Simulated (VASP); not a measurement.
Wanted: the native input for a VASP 6.6.1 run.

* Task: single point
* Functional: LDA
* Potentials or basis: VASP PAW LDA potentials, release 64 (Pt)
* Cutoff: 520 eV
* k mesh: 20 × 20 × 20
* Occupations: gaussian, width 0.15 eV
* Spin: no spin polarisation
* Dipole correction: no
* Further INCAR settings: ALGO = Normal; EDIFF = 1e-06; NBANDS = 11

The structure of Pt lies in POSCAR:

```
Pt
1.0
   -1.5505813431      1.5505813431      1.5505813431
    1.5505813431     -1.5505813431      1.5505813431
    1.5505813431      1.5505813431     -1.5505813431
Pt
1
Direct
    0.0000000000      0.0000000000      0.0000000000
```

The input as run:

INCAR

```
SYSTEM = Pt
PREC = Accurate
ENCUT = 520
EDIFF = 1E-6
ISMEAR = 0
SIGMA = 0.15
LREAL = .FALSE.
LASPH = .TRUE.
NELM = 60
ALGO = Normal
ISIF = 2
LWAVE = .FALSE.
LCHARG = .TRUE.
GGA = CA
LELF = .TRUE.
LVHAR = .TRUE.
NBANDS = 11
```

KPOINTS

```
regular mesh
0
G
  20 20 20
  0 0 0
```

Potentials or basis: VASP PAW LDA potentials, release 64 (Pt).

Command:

```bash
$ cat potpaw_LDA.64/Pt/POTCAR > POTCAR
$ mpirun -np 1 vasp_std > vasp.out
```

Results of the run:

```yaml
Pressure: 0.8 GPa
Band_gap_on_the_k_mesh: zero (band 5 reaches 12.25 eV, above the bottom of band 6 at 9.91 eV)
```

Caveat: spin-orbit coupling is left out, which moves the levels of the heavy elements.

Run time: 26 s on 1 thread of Intel(R) Xeon(R) Platinum 8375C CPU @ 2.90GHz (Ice Lake), on a shared host, peak memory 0.15 GiB.
